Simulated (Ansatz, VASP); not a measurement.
ScAl3 in VASP and in Ansatz

```xyz
4
Lattice="4.0493 0.0000 0.0000 0.0000 4.0493 0.0000 0.0000 0.0000 4.0493" Properties=species:S:1:pos:R:3 pbc="T T T"
Sc    0.0000    0.0000    0.0000
Al    2.0246    0.0000    2.0246
Al    0.0000    2.0246    2.0246
Al    2.0246    2.0246    0.0000
```

Alike in both runs: task single point; functional PBE; k mesh 10 × 10 × 10; occupations gaussian, width 0.05 eV; no spin polarisation.

|  | VASP | Ansatz |
| --- | --- | --- |
| version | VASP 6.6.1 | Ansatz 0.2.0 |
| potentials or method | VASP PAW PBE potentials, release 64 (Sc_sv, Al), cutoff 500 eV | scalar-relativistic, plane waves, PAW |
| valence electrons in the cell | 20 | 20 |

```csv
,VASP,Ansatz,Ansatz less VASP
gap on the k mesh at the Fermi level (eV),none,none,-
pressure (GPa),3.9,3.9,-0.02
```

A gap of «none» marks a metal or a gap that the smearing closes.
